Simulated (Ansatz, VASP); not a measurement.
**NiO: VASP beside Ansatz**

```
Ni O
1.0
     0.00000    2.09131    2.09131
     2.09131    0.00000    2.09131
     4.18262    4.18262    0.00000
Ni O
2 2
Cartesian
  0.0000 0.0000 0.0000
  2.0913 2.0913 0.0000
  2.0913 2.0913 2.0913
  4.1826 4.1826 2.0913
```

Alike in both runs: task single point; functional PBEsol; k mesh 8 × 8 × 8; occupations gaussian, width 0.05 eV; collinear spin; Hubbard terms Ni d U = 4.0 eV.

|  | VASP | Ansatz |
| --- | --- | --- |
| version | VASP 6.6.1 | Ansatz 0.2.0 |
| potentials or method | VASP PAW PBE potentials, release 64 (Ni, O), cutoff 520 eV | scalar-relativistic, plane waves, PAW |
| valence electrons in the cell | 32 | 48 |

|  | VASP | Ansatz | Ansatz less VASP |
| --- | --- | --- | --- |
| gap on the k mesh at the Fermi level (eV) | 2.57 | 2.50 | -0.067 |
| least direct gap on the mesh (eV) | 3.00 | 2.96 | -0.042 |
| pressure (GPa) | -9.2 | -3.2 | +5.97 |
| net moment per atom (μB) | 0.00 | 0.00 | 0.000 |
| size of the moment on the site where the two differ most (μB) | 1.62 | 1.58 | -0.040 |

VASP's potentials were made for PBE, not for PBEsol. Site moments also hang on the region over which each program counts them. The programs project onto different local orbitals, so the same U acts differently, and such runs can settle in different states. VASP's potentials hold 32 valence electrons a cell and Ansatz's 48, so a difference there can come from the potentials and not from the codes. Ansatz's warnings: symmetry narrowed by occupation matrices.
